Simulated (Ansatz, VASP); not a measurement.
## SiC: VASP beside Ansatz

```
CELL_PARAMETERS angstrom
1.52968 -2.65010 0.00000
1.52968 2.65010 0.00000
0.00000 0.00000 15.01348
ATOMIC_POSITIONS crystal
Si 0.16669 0.83331 0.85761
Si 0.83331 0.16669 0.35761
Si 0.49995 0.50005 0.52453
Si 0.50005 0.49995 0.02453
Si 0.83333 0.16667 0.69125
Si 0.16667 0.83333 0.19125
C 0.50000 0.50000 0.64987
C 0.50000 0.50000 0.14987
C 0.16672 0.83328 0.98266
C 0.83328 0.16672 0.48266
C 0.83336 0.16664 0.81621
C 0.16664 0.83336 0.31621
```

Alike in both runs: functional LDA; k mesh 8 × 8 × 2; occupations gaussian, width 0.1 eV; no spin polarisation.

Ansatz relaxed the structure, and its values are those at the end. VASP's run is a single point on that final structure, the one shown.

|  | VASP | Ansatz |
| --- | --- | --- |
| version | VASP 6.6.1 | Ansatz 0.2.0 |
| potentials or method | VASP PAW LDA potentials, release 64 (Si, C), cutoff 520 eV | scalar-relativistic, plane waves, PAW |
| valence electrons in the cell | 48 | 48 |

Ansatz gave:

```
gap on the k mesh at the Fermi level (eV) : 1.97
least direct gap on the mesh (eV)         : 3.08
pressure (GPa)                            : -0.1
rms of the force components (eV/Å)        : 0.013
```

Q: What did VASP give for the same quantities?

A: gap on the k mesh at the Fermi level (eV): 1.96; least direct gap on the mesh (eV): 3.07; pressure (GPa): 0.3; rms of the force components (eV/Å): 0.013.

LDA's correlation is that of Perdew and Zunger in VASP and of Perdew and Wang (1992) in Ansatz.
